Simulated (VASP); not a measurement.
The system is Si4Cl.

```
CELL_PARAMETERS angstrom
4.49686 0.00000 0.00000
0.00000 4.49686 0.00000
0.00000 0.00000 4.49686
ATOMIC_POSITIONS crystal
Si 0.00000 0.00000 0.00000
Si 0.50000 0.50000 0.00000
Si 0.50000 0.00000 0.50000
Si 0.00000 0.50000 0.50000
Cl 0.50000 0.50000 0.50000
```

| Quantity | Value |
| --- | --- |
| Program | VASP 6.6.1 |
| Task | relaxation of cell and atoms |
| Functional | PBE |
| Potentials or basis | VASP PAW PBE potentials, release 64 (Si, Cl) |
| Cutoff | 600 eV |
| k mesh | 4 × 4 × 4 |
| Occupations | gaussian, width 0.1 eV |
| Spin | no spin polarisation |

At the start: pressure 7.7 GPa; volume 18.19 Å³/atom.

Q: Where does the relaxation end?

A: Over 3 steps the energy falls by 57.7 meV/atom and the volume is 20.82 Å³/atom (+14.5 %); space group Pm-3m (No. 221, to 0.05 Å).

Step by step:
```tsv
step	energy change (eV)	largest force (eV/Å)	pressure (GPa)	volume (Å³)
1	0.0000	0.0000	7.72	90.93
2	-0.2866	0.0000	0.49	102.96
3	-0.2886	0.0000	0.03	104.11
```

Final structure:
```yaml
crystal:
  lattice:
    - [4.70427, 0.00000, 0.00000]
    - [0.00000, 4.70427, 0.00000]
    - [0.00000, 0.00000, 4.70427]
  atoms:
    - { symbol: Si, position: [0.00000, 0.00000, 0.00000] }
    - { symbol: Si, position: [0.50000, 0.50000, 0.00000] }
    - { symbol: Si, position: [0.50000, 0.00000, 0.50000] }
    - { symbol: Si, position: [0.00000, 0.50000, 0.50000] }
    - { symbol: Cl, position: [0.50000, 0.50000, 0.50000] }
```

Caveat: an odd number of electrons without spin polarisation forces a metal; a magnetic or distorted state may lie lower.
